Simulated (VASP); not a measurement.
# AlCo3 (Pm-3m) in VASP: further runs

Runs on AlCo3. Level: PBEsol. Tasks: single point.

Everything below comes from runs of VASP 6.6.1. Logs are shortened: lines on timing, memory, paths and dates and some standing lists are left out, and cuts for length are marked.

### 1 The cell of the first run

It takes space group Pm-3m (No. 221, cubic). The conventional cell has a = 3.575 Å, b = 3.575 Å, c = 3.575 Å, α = 90.00°, β = 90.00°, γ = 90.00°. Al (site symmetry m-3m) has 12 Co at 2.53 Å within 3.3 Å. Co (site symmetry 4/mmm) has 4 Al at 2.53 Å and 8 Co at 2.53 Å within 3.3 Å.

### 2 Single point, PBEsol, collinear spin, ferromagnetic start

The input, INCAR:

```
SYSTEM = AlCo3
PREC = Accurate
ENCUT = 520
EDIFF = 1E-6
ISMEAR = 0
SIGMA = 0.1
LREAL = .False.
LASPH = .True.
NELM = 150
ALGO = Fast
ISIF = 2
LWAVE = .False.
LCHARG = .False.
ISPIN = 2
MAGMOM = 0 1.48 1.48 1.48
LORBIT = 11
LMAXMIX = 4
GGA = PS
NBANDS = 27
```

The input, KPOINTS:

```
Automatic mesh
0
Gamma
  10 10 10
  0.5 0.5 0.5
```

The input, POSCAR:

```
AlCo3
1.0
    3.5749480000      0.0000000000      0.0000000000
    0.0000000000      3.5749480000      0.0000000000
    0.0000000000      0.0000000000      3.5749480000
Al Co
1 3
Direct
    0.0000000000      0.0000000000      0.0000000000
    0.5000000000      0.5000000000      0.0000000000
    0.5000000000      0.0000000000      0.5000000000
    0.0000000000      0.5000000000      0.5000000000
```

Potentials or basis: VASP PAW PBE potentials, release 64 (Al, Co).

Started as:

```console
$ cat potpaw_PBE.64/Al/POTCAR potpaw_PBE.64/Co/POTCAR > POTCAR
$ mpirun -np 1 vasp_std > vasp.out
```

OUTCAR:

```text
SYSTEM = AlCo3
   PREC = Accurate
   ENCUT = 520
   EDIFF = 1E-6
   ISMEAR = 0
   LREAL = .False.
   LASPH = .True.
   NELM = 150
   ISIF = 2
   ISPIN = 2
   LORBIT = 11
   GGA = PS

 ion  position               nearest neighbor table
   1  0.000  0.000  0.000-   2 2.53   3 2.53   4 2.53   3 2.53   4 2.53   2 2.53   4 2.53   4 2.53
                             2 2.53   3 2.53   3 2.53   2 2.53
   2  0.500  0.500  0.000-   1 2.53   3 2.53   4 2.53   3 2.53   4 2.53   1 2.53   3 2.53   3 2.53
                             1 2.53   4 2.53   4 2.53   1 2.53
   3  0.500  0.000  0.500-   1 2.53   2 2.53   4 2.53   1 2.53   2 2.53   2 2.53   4 2.53   2 2.53
                             1 2.53   4 2.53   1 2.53   4 2.53
   4  0.000  0.500  0.500-   1 2.53   2 2.53   3 2.53   1 2.53   2 2.53   1 2.53   3 2.53   1 2.53
                             2 2.53   3 2.53   2 2.53   3 2.53

  LATTYP: Found a simple cubic cell.
 ALAT       =     3.5749480000

  Lattice vectors:

 A1 = (   3.5749480000,   0.0000000000,   0.0000000000)
 A2 = (   0.0000000000,   3.5749480000,   0.0000000000)
 A3 = (   0.0000000000,   0.0000000000,   3.5749480000)

Analysis of symmetry for initial positions (statically):
=====================================================================
 Subroutine PRICEL returns:
 Original cell was already a primitive cell.

 Routine SETGRP: Setting up the symmetry group for a
 simple cubic supercell.

 Subroutine GETGRP returns: Found 48 space group operations
 (whereof 48 operations were pure point group operations)
 out of a pool of 48 trial point group operations.

The static configuration has the point symmetry O_h .

Analysis of symmetry for dynamics (positions and initial velocities):
=====================================================================
 Subroutine PRICEL returns:
 Original cell was already a primitive cell.

 Routine SETGRP: Setting up the symmetry group for a
 simple cubic supercell.

 Subroutine GETGRP returns: Found 48 space group operations
 (whereof 48 operations were pure point group operations)
 out of a pool of 48 trial point group operations.

The dynamic configuration has the point symmetry O_h .

Analysis of structural, dynamic, and magnetic symmetry:
=====================================================================
 Subroutine PRICEL returns:
 Original cell was already a primitive cell.

 Routine SETGRP: Setting up the symmetry group for a
 simple cubic supercell.

 Subroutine GETGRP returns: Found 48 space group operations
 (whereof 48 operations were pure point group operations)
 out of a pool of 48 trial point group operations.

The overall configuration has the point symmetry O_h .

 Subroutine INISYM returns: Found 48 space group operations
 (whereof 48 operations are pure point group operations),
[... 128 lines left out ...]
   IVDW    =     0    specifies the selected vdW correction
   LEPSILON=     F    determine dielectric tensor
   LRPA    =     F    only Hartree local field effects (RPA)
 spin polarized calculation
 RMM-DIIS sequential band-by-band and
 Gauss-broadening in eV      SIGMA  =   0.10
  energy-cutoff  :      520.00
  volume of cell :       45.69
 maximum number of plane-waves:      1248
 NGX is ok and might be reduce to    28
   NGX = 13   NGY = 13   NGZ = 13

 number of electron      30.0000033 magnetization       3.8342915

 Free energy of the ion-electron system (eV)
  ---------------------------------------------------
  ext. energy  EPLUGINS =         0.00000000
  ---------------------------------------------------
  free energy    TOTEN  =       -27.99305115 eV

  energy without entropy =      -27.95900557  energy(sigma->0) =      -27.97602836

 E-fermi :   9.9051     XC(G=0): -12.8627

 val. band max:        9.9026999351   @ k =   0.4500   0.3500   0.0500
 cond. band min:       9.9071427519   @ k =   0.4500   0.4500   0.2500
 fundamental gap:      0.0044428168
 Fermi energy:         9.9051212906

 spin component 1

 k-point     1 :       0.0500    0.0500    0.0500
  band No.  band energies     occupation
      1       0.0306      1.00000
      2       4.9527      1.00000
      3       5.8817      1.00000
      4       5.8817      1.00000
      5       6.2154      1.00000
      6       6.2482      1.00000
[... 709 lines left out ...]
     26      23.7028      0.00000
     27      24.4067      0.00000

 [... further k-points ...]

 spin component 2

 k-point     1 :       0.0500    0.0500    0.0500
  band No.  band energies     occupation
      1       0.0686      1.00000
      2       5.9187      1.00000
      3       6.7315      1.00000
      4       6.7315      1.00000
      5       7.2113      1.00000
      6       7.2515      1.00000
[... 709 lines left out ...]
     26      23.7546      0.00000
     27      24.6027      0.00000

 [... further k-points ...]
[... 5 lines left out ...]
  --------------------------------------------------------------------------------------
  -------------------------------------------------------------------------------------
  Total       -2.2085728     -2.2085728     -2.2085728     -0.0000000     -0.0000000      0.0000000
  in kB      -77.4485171    -77.4485171    -77.4485171     -0.0000000     -0.0000000      0.0000000
  external PRESSURE =     -77.4485171 kB  Pullay stress =       0.0000000 kB

 VOLUME and BASIS-vectors are now :
 -----------------------------------------------------------------------------
  energy-cutoff  :      520.00
  volume of cell :       45.69
      direct lattice vectors                 reciprocal lattice vectors
     3.574948000  0.000000000  0.000000000     0.279724348  0.000000000  0.000000000
     0.000000000  3.574948000  0.000000000     0.000000000  0.279724348  0.000000000
     0.000000000  0.000000000  3.574948000     0.000000000  0.000000000  0.279724348

 POSITION                                       TOTAL-FORCE (eV/Angst)
 -----------------------------------------------------------------------------------
      0.00000      0.00000      0.00000         0.000000      0.000000      0.000000
      1.78747      1.78747      0.00000         0.000000      0.000000      0.000000
      1.78747      0.00000      1.78747         0.000000      0.000000      0.000000
      0.00000      1.78747      1.78747         0.000000      0.000000      0.000000
 -----------------------------------------------------------------------------------
    total drift:                                0.000000      0.000000      0.000000

  FREE ENERGIE OF THE ION-ELECTRON SYSTEM (eV)
  ---------------------------------------------------
  free  energy   TOTEN  =       -27.9930511531 eV

  energy  without entropy=      -27.9590055686  energy(sigma->0) =      -27.97602836

 total charge

# of ion       s       p       d       tot
------------------------------------------
    1        0.408   0.413   0.000   0.821
    2        0.472   0.510   7.315   8.297
    3        0.472   0.510   7.315   8.297
    4        0.472   0.510   7.315   8.297
--------------------------------------------------
tot          1.824   1.942  21.946  25.712

 magnetization (x)

# of ion       s       p       d       tot
------------------------------------------
    1       -0.002  -0.038   0.000  -0.040
    2       -0.002  -0.004   1.319   1.313
    3       -0.002  -0.004   1.319   1.313
    4       -0.002  -0.004   1.319   1.313
--------------------------------------------------
tot         -0.008  -0.049   3.956   3.898
```

Run time: 3.1 min. Hardware: 1 thread of Intel Xeon 8259CL, shared host; peak memory 0.21 GiB.

What came out:

| Quantity | Value |
| --- | --- |
| Free energy | -27.9931 eV |
| Pressure | -7.7 GPa |
| Net moment | 3.83 μB per cell |
| Site moments | Al -0.04; Co +1.31 μB |
| Valence electrons inside the program's atomic spheres | Al 0.82; Co 8.30 |

Caveat: the cell stands under tension; the PAW data sets were made with another functional, which shifts forces and pressure a little.

### 3 Single point, PBEsol, collinear spin, ferromagnetic start

The input, INCAR:

```
SYSTEM = AlCo3
  PREC = Accurate
  ENCUT = 520
  EDIFF = 1E-7
  ISMEAR = 1
  SIGMA = 0.5
  LREAL = .False.
  LASPH = .True.
  NELM = 150
  ALGO = Normal
  ISIF = 2
  LWAVE = .False.
  LCHARG = .True.
  ISPIN = 2
  MAGMOM = 0 1.48 1.48 1.48
  LORBIT = 11
  LMAXMIX = 4
  GGA = PS
  LELF = .True.
  LVHAR = .True.
  NBANDS = 27
```

The input, KPOINTS:

```
regular mesh
0
Gamma
  12 12 12
  0 0 0
```

POSCAR is that of step 2.

Potentials or basis: VASP PAW PBE potentials, release 64 (Al, Co).

Started as:

```console
$ cat potpaw_PBE.64/Al/POTCAR potpaw_PBE.64/Co/POTCAR > POTCAR
$ mpirun -np 1 vasp_std > vasp.out
```

Run time: 5.3 min. Hardware: 1 thread of Oxide Virtual Turin-like, shared host; peak memory 0.23 GiB.

It converged, with:

```yaml
Free_energy: -28.0004 eV
Pressure: -7.4 GPa
Net_moment: 3.87 μB per cell
Site_moments: Al -0.04; Co +1.33 μB
Valence_electrons_inside_the_program's_atomic_spheres: Al 0.82; Co 8.30
```

Levels at points of the mesh, in eV from the Fermi level:
Spin up:
```
           k point  band 15  band 16  band 17  band 18  band 19  band 20
(0.00, 0.00, 0.00)    -0.21    -0.21     0.79     0.79     0.79     6.67
(0.50, 0.00, 0.00)    -1.39    -0.95    -0.21     5.48     5.48     5.55
(0.50, 0.50, 0.00)    -1.22    -1.21    -0.76     0.75     0.75     8.11
(0.50, 0.50, 0.50)    -1.33    -0.42    -0.42    -0.42    -0.34     3.37
```
Spin down:
| k point | band 11 | band 12 | band 13 | band 14 | band 15 | band 16 |
| --- | --- | --- | --- | --- | --- | --- |
| (0.00, 0.00, 0.00) | 0.57 | 0.57 | 0.81 | 0.81 | 0.81 | 0.99 |
| (0.50, 0.00, 0.00) | -0.82 | -0.23 | -0.22 | -0.22 | 0.01 | 0.64 |
| (0.50, 0.50, 0.00) | -0.40 | -0.39 | -0.33 | -0.33 | 0.08 | 0.10 |
| (0.50, 0.50, 0.50) | -0.35 | -0.35 | -0.35 | -0.21 | -0.06 | -0.06 |

Caveat: the cell stands under tension; so wide a smearing shifts energies and pressures; the PAW data sets were made with another functional, which shifts forces and pressure a little.

(Part 1 of 2 ends here.)
